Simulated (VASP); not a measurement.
Crystal: Bi.

```xyz
2
Lattice="2.2675 1.3091 3.9380 -2.2675 1.3091 3.9380 0.0000 -2.6183 3.9380" Properties=species:S:1:pos:R:3 pbc="T T T"
Bi    0.0000    0.0000    2.7645
Bi    0.0000    0.0000    9.0495
```

- Program: VASP 6.6.1
- Task: relaxation of cell and atoms
- Functional: PBEsol
- Potentials or basis: VASP PAW PBE potentials, release 64 (Bi_d)
- Cutoff: 600 eV
- k mesh: 12 × 12 × 12
- Occupations: gaussian, width 0.1 eV
- Spin: no spin polarisation

At the start: pressure -0.2 GPa; volume 35.07 Å³/atom.

**Question.** Where does the relaxation end?

**Answer.** Over 9 steps the energy falls by 3.0 meV/atom and the volume is 34.43 Å³/atom (-1.8 %); space group R-3m (No. 166, to 0.1 Å) before and after.

The path:
| step | energy change (eV) | largest force (eV/Å) | pressure (GPa) | volume (Å³) |
| --- | --- | --- | --- | --- |
| 1 | 0.0000 | 0.1611 | -0.25 | 70.14 |
| 2 | -0.0027 | 0.1294 | -0.03 | 69.59 |
| 3 | -0.0041 | 0.0679 | 0.47 | 68.52 |
| 4 | -0.0043 | 0.0830 | 0.37 | 68.77 |
| 5 | -0.0054 | 0.0044 | -0.04 | 69.06 |
| 6 | -0.0054 | 0.0067 | -0.05 | 69.07 |
| 7 | -0.0057 | 0.0042 | -0.05 | 69.01 |
| 8 | -0.0060 | 0.0011 | -0.02 | 68.90 |
| 9 | -0.0061 | 0.0027 | -0.01 | 68.85 |

Final structure:
```
CELL_PARAMETERS angstrom
2.26254 1.30628 3.88273
-2.26254 1.30628 3.88273
0.00000 -2.61255 3.88273
ATOMIC_POSITIONS crystal
Bi 0.23673 0.23673 0.23673
Bi 0.76327 0.76327 0.76327
```

Caveat: the PAW data sets were made with another functional, which shifts forces and pressure a little.
